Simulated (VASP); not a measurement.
# SiB2 (P-4n2) in VASP: further runs, part 2 of 2

VASP 6.6.1.

## (3) Single point, PBE

This run uses another cell than the first one, of 13.99 Å³/atom.

INCAR

```
PREC     = Accurate       # precision mode
ENCUT    = 500            # plane-wave cutoff, eV
EDIFF    = 1E-6           # SCF threshold, eV
ISMEAR   = 0              # smearing method
SIGMA    = 0.1            # smearing width, eV
LREAL    = F              # projectors in reciprocal space
LASPH    = T              # aspherical terms in the spheres
NELM     = 120            # most SCF steps
ALGO     = Normal         # electronic algorithm
ISIF     = 2              # what is computed and relaxed
LWAVE    = F              # write WAVECAR
LCHARG   = T              # write CHGCAR
GGA      = PE             # functional
LELF     = T              # ELF
LVHAR    = T            
NBANDS   = 19             # bands
GGA_COMPAT= F
```

KPOINTS

```
Automatic mesh
0
Gamma
  4 4 4
```

POSCAR

```
SiB2
1.0
    4.0741656464      0.0000000000      0.0000000000
    0.0000000000      4.0741656464      0.0000000000
    0.0000000000      0.0000000000      5.0557527812
Si B
2 4
Direct
    0.5000000000      0.5000000000      0.0000000000
    0.0000000000      0.0000000000      0.5000000000
    0.1369003226      0.3630996774      0.2500000000
    0.8630996774      0.6369003226      0.2500000000
    0.3630996774      0.8630996774      0.7500000000
    0.6369003226      0.1369003226      0.7500000000
```

Potentials or basis: VASP PAW PBE potentials, release 64 (Si, B).

On the command line:

```
$ cat potpaw_PBE.64/Si/POTCAR potpaw_PBE.64/B/POTCAR > POTCAR
$ mpirun -np 1 vasp_std > vasp.out
```

OUTCAR:

```text
PREC = Accurate
   ENCUT = 500
   EDIFF = 1E-6
   ISMEAR = 0
   LREAL = F
   LASPH = T
   NELM = 120
   ISIF = 2
   GGA = PE

 ion  position               nearest neighbor table
   1  0.500  0.500  0.000-   3 2.02   4 2.02   5 2.02   6 2.02
   2  0.000  0.000  0.500-   3 2.02   4 2.02   5 2.02   6 2.02
   3  0.137  0.363  0.250-   4 1.58   2 2.02   1 2.02
   4  0.863  0.637  0.250-   3 1.58   2 2.02   1 2.02
   5  0.363  0.863  0.750-   6 1.58   2 2.02   1 2.02
   6  0.637  0.137  0.750-   5 1.58   2 2.02   1 2.02

  LATTYP: Found a simple tetragonal cell.
 ALAT       =     4.0741656464
 C/A-ratio  =     1.2409296087

  Lattice vectors:

 A1 = (   4.0741656464,   0.0000000000,   0.0000000000)
 A2 = (   0.0000000000,   4.0741656464,   0.0000000000)
 A3 = (   0.0000000000,   0.0000000000,   5.0557527812)

Analysis of symmetry for initial positions (statically):
=====================================================================
 Subroutine PRICEL returns:
 Original cell was already a primitive cell.

 Routine SETGRP: Setting up the symmetry group for a
 simple tetragonal supercell.

 Subroutine GETGRP returns: Found  8 space group operations
 (whereof  4 operations were pure point group operations)
 out of a pool of 16 trial point group operations.

The static configuration has the point symmetry S_4 .
 The point group associated with its full space group is D_2d.

Analysis of symmetry for dynamics (positions and initial velocities):
=====================================================================
 Subroutine PRICEL returns:
 Original cell was already a primitive cell.

 Routine SETGRP: Setting up the symmetry group for a
 simple tetragonal supercell.

 Subroutine GETGRP returns: Found  8 space group operations
 (whereof  4 operations were pure point group operations)
 out of a pool of 16 trial point group operations.

The dynamic configuration has the point symmetry S_4 .
 The point group associated with its full space group is D_2d.

 Subroutine INISYM returns: Found  8 space group operations
 (whereof  4 operations are pure point group operations),
 and found     1 'primitive' translations

----------------------------------------------------------------------------------------

                                     Primitive cell

  volume of cell :      83.9196

  direct lattice vectors                    reciprocal lattice vectors
     4.074165646  0.000000000  0.000000000     0.245449029  0.000000000  0.000000000
     0.000000000  4.074165646  0.000000000     0.000000000  0.245449029  0.000000000
     0.000000000  0.000000000  5.055752781     0.000000000  0.000000000  0.197794482

  length of vectors
     4.074165646  4.074165646  5.055752781     0.245449029  0.245449029  0.197794482

  position of ions in fractional coordinates (direct lattice)
     0.500000000  0.500000000  0.000000000
     0.000000000  0.000000000  0.500000000
     0.136900323  0.363099677  0.250000000
     0.863099677  0.636900323  0.250000000
     0.363099677  0.863099677  0.750000000
     0.636900323  0.136900323  0.750000000

  ion indices of the primitive-cell ions
   primitive index   ion index
                 1           1
[... 31 lines left out ...]

 Following reciprocal coordinates:
            Coordinates               Weight
  0.000000  0.000000  0.000000      1.000000
  0.250000  0.000000  0.000000      4.000000
  0.500000  0.000000  0.000000      2.000000
  0.250000  0.250000  0.000000      4.000000
  0.500000  0.250000  0.000000      4.000000
  0.500000  0.500000  0.000000      1.000000
[... 10 lines left out ...]
  0.500000  0.250000  0.500000      4.000000
  0.500000  0.500000  0.500000      1.000000
   k-points           NKPTS =     18   k-points in BZ     NKDIM =     18   number of bands    NBANDS=     19
   number of dos      NEDOS =    301   number of ions     NIONS =      6
   total plane-waves  NPLWV =  36000
   dimension x,y,z NGX =    30 NGY =   30 NGZ =   40
   dimension x,y,z NGXF=    60 NGYF=   60 NGZF=   80
   ions per type =               2   4
   NGX,Y,Z   is equivalent  to a cutoff of  12.24, 12.24, 13.15 a.u.
   NGXF,Y,Z  is equivalent  to a cutoff of  24.48, 24.48, 26.31 a.u.
 SYSTEM =  unknown system
   PREC   = accura    normal or accurate (medium, high low for compatibility)
   ISTART =      0    job   : 0-new  1-cont  2-samecut
   ICHARG =      2    charge: 1-file 2-atom 10-const
   ISPIN  =      1    spin polarized calculation?
   LNONCOLLINEAR =      F non collinear calculations
   LSORBIT =      F    spin-orbit coupling
   LASPH  =      T    aspherical Exc in radial PAW
   ENCUT  =  500.0 eV  36.75 Ry    6.06 a.u.   7.43  7.43  9.22*2*pi/ulx,y,z
   NELM   =    120;   NELMIN=  2; NELMDL= -5     # of ELM steps
   EDIFF  = 0.1E-05   stopping-criterion for ELM
   LREAL  =      F    real-space projection
   EDIFFG = 0.1E-04   stopping-criterion for IOM
   NSW    =      0    number of steps for IOM
   IBRION =     -1    ionic relax: 0-MD 1-quasi-New 2-CG
   NFREE  =      0    steps in history (QN), initial steepest desc. (CG)
   ISIF   =      2    stress and relaxation
   ISYM   =      2    0-nonsym 1-usesym 2-fastsym
   POTIM  = 0.5000    time-step for ionic-motion
   TEBEG  =    0.0;   TEEND  =   0.0 temperature during run
   PSTRESS=    0.0 pullay stress
   NELECT =      20.0000    total number of electrons
   NUPDOWN=      -1.0000    fix difference up-down
   EMIN   =  10.00;   EMAX   =-10.00  energy-range for DOS
   EFERMI =   0.00;   METHOD = LEGACY
   ISMEAR =     0;   SIGMA  =   0.10  broadening in eV -4-tet -1-fermi 0-gaus
   EFERMI_NEDOS =   21; number of points for ismear=-14 and -15
   IALGO  =     38    algorithm
   IMIX   =      4    mixing-type and parameters
     AMIX     =   0.40;   BMIX     =  1.00
     AMIX_MAG =   1.60;   BMIX_MAG =  1.00
  volume/ion in A,a.u.               =      13.99        94.39
  Fermi-wavevector in a.u.,A,eV,Ry     =   1.014995  1.918062 14.016915  1.030214
  Thomas-Fermi vector in A             =   2.148255
   LORBIT       =      0    0 simple, 1 ext, 2 COOP (PROOUT), +10 PAW based schemes
   GGA     = PE    functional components
   LHFCALC =     F    Hartree Fock is set to
   AEXX    =    0.0000 exact exchange contribution
   IVDW    =     0    specifies the selected vdW correction
   LEPSILON=     F    determine dielectric tensor
   LRPA    =     F    only Hartree local field effects (RPA)
 non-spin polarized calculation
 Gauss-broadening in eV      SIGMA  =   0.10
  energy-cutoff  :      500.00
  volume of cell :       83.92
 maximum number of plane-waves:      2162
 NGX is ok and might be reduce to    30
   NGX = 15   NGY = 15   NGZ = 19

 number of electron      20.0000000 magnetization

 Free energy of the ion-electron system (eV)
  ---------------------------------------------------
  ext. energy  EPLUGINS =         0.00000000
  ---------------------------------------------------
  free energy    TOTEN  =       -33.20426530 eV

  energy without entropy =      -33.20065383  energy(sigma->0) =      -33.20245957

 E-fermi :   3.7357     XC(G=0):  -9.5411

 val. band max:        3.6635714569   @ k =   0.2500   0.2500   0.5000
 cond. band min:       3.9740856483   @ k =   0.5000   0.5000   0.0000
 fundamental gap:      0.3105141915
 Fermi energy:         3.7356863648

 k-point     1 :       0.0000    0.0000    0.0000
  band No.  band energies     occupation
      1      -8.0133      2.00000
      2      -4.3219      2.00000
      3      -3.9098      2.00000
      4      -0.3505      2.00000
      5      -0.3505      2.00000
      6       1.3072      2.00000
[... 373 lines left out ...]
      6      -0.7216      2.00000
[... 11 lines left out ...]
     18      10.2930      0.00000
     19      12.0493      0.00000

------------------------ aborting loop because EDIFF is reached ----------------------------------------

  FORCE on cell =-STRESS in cart. coord.  units (eV):
  Direction    XX          YY          ZZ          XY          YZ          ZX
  --------------------------------------------------------------------------------------
  -------------------------------------------------------------------------------------
  Total        0.0144748      0.0144748      0.0181607      0.0000000      0.0000000      0.0000000
  in kB        0.2763503      0.2763503      0.3467213      0.0000000      0.0000000      0.0000000
  external PRESSURE =       0.2998073 kB  Pullay stress =       0.0000000 kB

 VOLUME and BASIS-vectors are now :
 -----------------------------------------------------------------------------
  energy-cutoff  :      500.00
  volume of cell :       83.92
      direct lattice vectors                 reciprocal lattice vectors
     4.074165646  0.000000000  0.000000000     0.245449029  0.000000000  0.000000000
     0.000000000  4.074165646  0.000000000     0.000000000  0.245449029  0.000000000
     0.000000000  0.000000000  5.055752781     0.000000000  0.000000000  0.197794482

 POSITION                                       TOTAL-FORCE (eV/Angst)
 -----------------------------------------------------------------------------------
      2.03708      2.03708      0.00000         0.000000      0.000000     -0.000000
      0.00000      0.00000      2.52788         0.000000      0.000000     -0.000000
      0.55775      1.47933      1.26394         0.027010     -0.027010      0.000000
      3.51641      2.59484      1.26394        -0.027010      0.027010      0.000000
      1.47933      3.51641      3.79181        -0.027010     -0.027010     -0.000000
      2.59484      0.55775      3.79181         0.027010      0.027010     -0.000000
 -----------------------------------------------------------------------------------
    total drift:                               -0.000000      0.000000      0.000000

  FREE ENERGIE OF THE ION-ELECTRON SYSTEM (eV)
  ---------------------------------------------------
  free  energy   TOTEN  =       -33.2042652997 eV

  energy  without entropy=      -33.2006538329  energy(sigma->0) =      -33.20245957
```

Wall time 12 s (1 thread of Intel Xeon 6975P-C (Granite Rapids), shared host); peak memory 0.18 GiB.

Results:

| Quantity | Value |
| --- | --- |
| Free energy | -33.2043 eV |
| Pressure | 0.0 GPa |
| Largest force | 0.038 eV/Å |
| Band gap on the k mesh | zero (bands 10 and 11 overlap by 1.68 eV) |

Forces in eV/Å, atoms in the order of the input:
```
Si   0.000  0.000  0.000
Si   0.000  0.000  0.000
B    0.027 -0.027  0.000
B   -0.027  0.027  0.000
B   -0.027 -0.027  0.000
B    0.027  0.027  0.000
```

Caveat: the k points lie up to 0.39 Å⁻¹ apart, too coarse for converged energies and pressures of a metal.
